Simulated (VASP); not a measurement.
# Pd (Fm-3m) in VASP: settings compared, part 2 of 2

VASP 6.6.1.

## Step 4: Electric field gradients, PBEsol

Contents of INCAR:

```
SYSTEM = Pd
ALGO     = Normal         ! electronic algorithm
EDIFF    = 1E-8           ! SCF threshold, eV
ENCUT    = 520            ! plane-wave cutoff, eV
GGA      = PS             ! functional
ISIF     = 2              ! what is computed and relaxed
ISMEAR   = -1             ! smearing method
LASPH    = .TRUE.         ! aspherical terms in the spheres
LCHARG   = .FALSE.        ! write CHGCAR
LEFG     = .TRUE.       
LREAL    = .FALSE.        ! projectors in reciprocal space
LWAVE    = .FALSE.        ! write WAVECAR
NBANDS   = 50             ! bands
NELM     = 100            ! most SCF steps
PREC     = Accurate       ! precision mode
SIGMA    = 0.05           ! smearing width, eV
```

Contents of KPOINTS:

```
k-points
0
G
  7 7 7
  0 0 0
```

Contents of POSCAR:

```
Pd
1.0
    0.0000000000      3.8930000000      3.8930000000
    3.8930000000      0.0000000000      3.8930000000
    3.8930000000      3.8930000000      0.0000000000
Pd
8
Direct
    0.0000000000      0.0000000000      0.0000000000
    0.0000000000      0.0000000000      0.5000000000
    0.0000000000      0.5000000000      0.0000000000
    0.0000000000      0.5000000000      0.5000000000
    0.5000000000      0.0000000000      0.0000000000
    0.5000000000      0.0000000000      0.5000000000
    0.5000000000      0.5000000000      0.0000000000
    0.5000000000      0.5000000000      0.5000000000
```

Potentials or basis: VASP PAW PBE potentials, release 64 (Pd).

Command:

```
> cat potpaw_PBE.64/Pd/POTCAR > POTCAR
> mpirun -np 1 vasp_std > vasp.out
```

OUTCAR:

```text
SYSTEM = Pd
   EDIFF = 1E-8
   ENCUT = 520
   GGA = PS
   ISIF = 2
   ISMEAR = -1
   LASPH = .TRUE.
   LREAL = .FALSE.
   NELM = 100
   PREC = Accurate

 ion  position               nearest neighbor table
   1  0.000  0.000  0.000-   2 2.75   3 2.75   5 2.75   2 2.75   4 2.75   6 2.75   3 2.75   4 2.75
                             7 2.75   5 2.75   6 2.75   7 2.75
   2  0.000  0.000  0.500-   1 2.75   4 2.75   6 2.75   1 2.75   3 2.75   5 2.75   3 2.75   4 2.75
                             8 2.75   5 2.75   6 2.75   8 2.75
   3  0.000  0.500  0.000-   1 2.75   4 2.75   7 2.75   2 2.75   4 2.75   8 2.75   1 2.75   2 2.75
                             5 2.75   5 2.75   7 2.75   8 2.75
   4  0.000  0.500  0.500-   2 2.75   3 2.75   8 2.75   1 2.75   3 2.75   7 2.75   1 2.75   2 2.75
                             6 2.75   6 2.75   7 2.75   8 2.75
   5  0.500  0.000  0.000-   1 2.75   6 2.75   7 2.75   2 2.75   6 2.75   8 2.75   3 2.75   7 2.75
                             8 2.75   1 2.75   2 2.75   3 2.75
[... 1325 lines left out ...]
 ion       V_xx      V_yy      V_zz     asymmetry (V_yy - V_xx)/ V_zz
----------------------------------------------------------------------
   1      -0.000    -0.000     0.001       0.000
   2      -0.000    -0.000     0.001       0.000
   3      -0.000    -0.000     0.001       0.000
   4      -0.000    -0.000     0.001       0.000
   5      -0.000    -0.000     0.001       0.000
   6      -0.000    -0.000     0.001       0.000
   7      -0.000    -0.000     0.001       0.000
   8      -0.000    -0.000     0.001       0.000
----------------------------------------------------------------------

           NMR quadrupolar parameters

 Cq : quadrupolar parameter    Cq=e*Q*V_zz/h
 eta: asymmetry parameters     (V_yy - V_xx)/ V_zz
 Q  : nuclear electric quadrupole moment in mb (millibarn)
----------------------------------------------------------------------
 ion       Cq(MHz)       eta       Q (mb)
----------------------------------------------------------------------
   1       0.000       0.000       1.000
   2       0.000       0.000       1.000
   3       0.000       0.000       1.000
   4       0.000       0.000       1.000
   5       0.000       0.000       1.000
   6       0.000       0.000       1.000
   7       0.000       0.000       1.000
   8       0.000       0.000       1.000
----------------------------------------------------------------------
```

stdout:

```text
POSCAR found type information on POSCAR Pd
 POSCAR found :  1 types and       8 ions
 scaLAPACK will be used
 -----------------------------------------------------------------------------
|                                                                             |
|                                                                             |
|     You enforced a specific xc type in the INCAR file but a different       |
|     I HOPE YOU KNOW WHAT YOU ARE DOING!                                     |
|                                                                             |
 -----------------------------------------------------------------------------

 LDA part: xc-table for (Slater+PW92), standard interpolation
 POSCAR, INCAR and KPOINTS ok, starting setup
 FFT: planning ... GRIDC
 FFT: planning ... GRID_SOFT
 FFT: planning ... GRID
 WAVECAR not read
 entering main loop
ion   1

ion   2

ion   3

ion   4

ion   5

ion   6

ion   7

ion   8
```

It took 89 s on 1 thread of Intel Xeon Platinum 8488C (Sapphire Rapids), shared host; peak memory 0.29 GiB.

What came out:

```yaml
Free_energy: -47.6752 eV
Pressure: -2.8 GPa
Band_gap_on_the_k_mesh: zero (bands 40 and 41 overlap by 0.45 eV)
Largest_electric_field_gradient_by_atom: zero within the noise of the run
```

Caveat: the PAW data sets were made with another functional, which shifts forces and pressure a little.

## Step 5: Electric field gradients, r2SCAN

POSCAR is that of step 4.

Contents of INCAR.step1:

```
SYSTEM = Pd
ALGO = Normal ; EDIFF = 1E-4
ENCUT = 520 ; GGA = PE
ISMEAR = -1 ; LASPH = .True.
LCHARG = .False. ; LREAL = .False.
LWAVE = .True. ; NBANDS = 50
NELM = 100 ; PREC = Accurate
SIGMA = 0.05
```

Contents of INCAR.step2:

```
SYSTEM = Pd
ALGO = Normal ; EDIFF = 1E-8
ENCUT = 520 ; ISIF = 2
ISMEAR = -1 ; ISTART = 1
LASPH = .True. ; LCHARG = .False.
LEFG = .True. ; LMIXTAU = .True.
LREAL = .False. ; LWAVE = .False.
METAGGA = R2SCAN ; NBANDS = 50
NELM = 100 ; PREC = Accurate
SIGMA = 0.05
```

Contents of KPOINTS:

```
k-points
0
Gamma
  7 7 7
  0 0 0
```

Potentials or basis: VASP PAW PBE potentials, release 64 (Pd).

Command:

```
> cat potpaw_PBE.64/Pd/POTCAR > POTCAR
> cp INCAR.step1 INCAR
> mpirun -np 1 vasp_std > vasp.out
> cp INCAR.step2 INCAR
> mpirun -np 1 vasp_std > vasp.out
```

OUTCAR:

```text
SYSTEM = Pd
   EDIFF = 1E-8
   ENCUT = 520
   ISIF = 2
   ISMEAR = -1
   ISTART = 1
   LASPH = .True.
   LREAL = .False.
   METAGGA = R2SCAN
   NELM = 100
   PREC = Accurate

 ion  position               nearest neighbor table
   1  0.000  0.000  0.000-   2 2.75   3 2.75   5 2.75   2 2.75   4 2.75   6 2.75   3 2.75   4 2.75
                             7 2.75   5 2.75   6 2.75   7 2.75
   2  0.000  0.000  0.500-   1 2.75   4 2.75   6 2.75   1 2.75   3 2.75   5 2.75   3 2.75   4 2.75
                             8 2.75   5 2.75   6 2.75   8 2.75
   3  0.000  0.500  0.000-   1 2.75   4 2.75   7 2.75   2 2.75   4 2.75   8 2.75   1 2.75   2 2.75
                             5 2.75   5 2.75   7 2.75   8 2.75
   4  0.000  0.500  0.500-   2 2.75   3 2.75   8 2.75   1 2.75   3 2.75   7 2.75   1 2.75   2 2.75
                             6 2.75   6 2.75   7 2.75   8 2.75
   5  0.500  0.000  0.000-   1 2.75   6 2.75   7 2.75   2 2.75   6 2.75   8 2.75   3 2.75   7 2.75
                             8 2.75   1 2.75   2 2.75   3 2.75
[... 1325 lines left out ...]
 ion       V_xx      V_yy      V_zz     asymmetry (V_yy - V_xx)/ V_zz
----------------------------------------------------------------------
   1      -0.000    -0.000     0.001       0.000
   2      -0.000    -0.000     0.001       0.000
   3      -0.000    -0.000     0.001       0.000
   4      -0.000    -0.000     0.001       0.000
   5      -0.000    -0.000     0.001       0.000
   6      -0.000    -0.000     0.001       0.000
   7      -0.000    -0.000     0.001       0.000
   8      -0.000    -0.000     0.001       0.000
----------------------------------------------------------------------

           NMR quadrupolar parameters

 Cq : quadrupolar parameter    Cq=e*Q*V_zz/h
 eta: asymmetry parameters     (V_yy - V_xx)/ V_zz
 Q  : nuclear electric quadrupole moment in mb (millibarn)
----------------------------------------------------------------------
 ion       Cq(MHz)       eta       Q (mb)
----------------------------------------------------------------------
   1       0.000       0.000       1.000
   2       0.000       0.000       1.000
   3       0.000       0.000       1.000
   4       0.000       0.000       1.000
   5       0.000       0.000       1.000
   6       0.000       0.000       1.000
   7       0.000       0.000       1.000
   8       0.000       0.000       1.000
----------------------------------------------------------------------
```

Wall time 6.3 min (1 thread of Intel Xeon Platinum 8488C (Sapphire Rapids), shared host); peak memory 0.32 GiB.

Results:

```
Free energy                             : -183.5558 eV
Pressure                                : 3.2 GPa
Band gap on the k mesh                  : zero (bands 40 and 41 overlap by 0.48 eV)
Largest electric field gradient by atom : zero within the noise of the run
```

Levels at points of the mesh, in eV from the Fermi level:
```
           k point  band 36  band 37  band 38  band 39  band 40  band 41  band 42  band 43
(0.00, 0.00, 0.00)     0.30     0.30     0.30     0.30     0.30     0.30     1.27     1.27
```

Caveat: the cell stands under pressure; the PAW data sets were made with another functional, which shifts forces and pressure a little.

## Step 6: Summary

| level | potentials or basis | gap on the mesh (eV) | pressure (GPa) |
| --- | --- | --- | --- |
| PBEsol | VASP PAW PBE potentials, release 64 (Pd) | none | -2.8 |
| LDA | VASP PAW LDA potentials, release 64 (Pd) | none | -8.0 |
| r2SCAN | VASP PAW PBE potentials, release 64 (Pd) | none | 3.2 |

Alike in all rows: task electric field gradients; no spin polarisation; cell as given; k mesh 7 × 7 × 7; cutoff (eV) 520; smearing fermi-dirac 0.05 eV.

Caveats: the PAW data sets were made with another functional, which shifts forces and pressure a little (at least some runs); the cell stands under tension (at least some runs); the cell stands under pressure (at least some runs).

Absolute energies hang on the potentials; compare differences alone.
